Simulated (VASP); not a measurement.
Runs of VASP 6.6.1 on AlP8. The structure is that of space group Pmm2 (No. 25), or close to it. The cells are those of the table. 

```csv
task,cell,k mesh,cutoff (eV),gap on the mesh (eV),pressure (GPa),largest force (eV/Å)
single point,"a = 3.242, b = 10.891, c = 4.509 Å, 9 atoms",6 × 2 × 4,520,none,-0.2,0.08
single point,"a = 3.217, b = 10.956, c = 4.522 Å, 9 atoms",12 × 4 × 8,520,none,-0.3,0.06
relaxation of cell and atoms,"relaxed from a = 3.310, b = 10.176, c = 4.380 Å, 9 atoms",6 × 2 × 4,600,none,-0.2,0.01
single point,"a = 3.310, b = 10.176, c = 4.380 Å, 9 atoms",6 × 2 × 4,520,none,(b),(a)
```

Alike in all rows: level PBE+D3(BJ); potentials or basis VASP PAW PBE potentials, release 64 (Al, P); no spin polarisation; smearing gaussian 0.1 eV.

Task: Estimate the missing entries.

Result: (a) 1.25; (b) 9.7.

Caveats: forces of over 1 eV/Å act on the atoms, so gaps and moduli don't describe the material at rest (some runs).

A gap of «none» marks levels without a gap at the run's occupations.
